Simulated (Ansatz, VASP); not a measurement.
# One calculation of B4N3, two programs

```
B N
1.0
     4.25205    0.00000    0.00000
     0.00000    4.25205    0.00000
     0.00000    0.00000    4.22158
B N
4 3
Cartesian
  0.0000 2.1260 2.8956
  2.1260 0.0000 2.8956
  0.0000 2.1260 1.3259
  2.1260 0.0000 1.3259
  0.0000 0.0000 0.0000
  0.0000 2.1260 0.0000
  2.1260 0.0000 0.0000
```

Alike in both runs: functional PBE; k mesh 4 × 4 × 4; occupations gaussian, width 0.2 eV; no spin polarisation.

Ansatz relaxed the structure, and its values are those at the end. VASP's run is a single point on that final structure, the one shown.

|  | VASP | Ansatz |
| --- | --- | --- |
| version | VASP 6.6.1 | Ansatz 0.2.0 |
| potentials or method | VASP PAW PBE potentials, release 64 (B, N), cutoff 600 eV | scalar-relativistic, plane waves, PAW |
| valence electrons in the cell | 27 | 27 |

```tsv
	VASP	Ansatz	Ansatz less VASP
gap on the k mesh at the Fermi level (eV)	none	none	-
pressure (GPa)	0.3	0.7	+0.37
rms of the force components (eV/Å)	0.009	0.011	+0.0019
```

A gap of «none» marks a metal or a gap that the smearing closes. The functional is the same, so the differences come from potentials, cutoffs and numerics.

The k mesh is coarse, so the values compare programs but aren't converged.
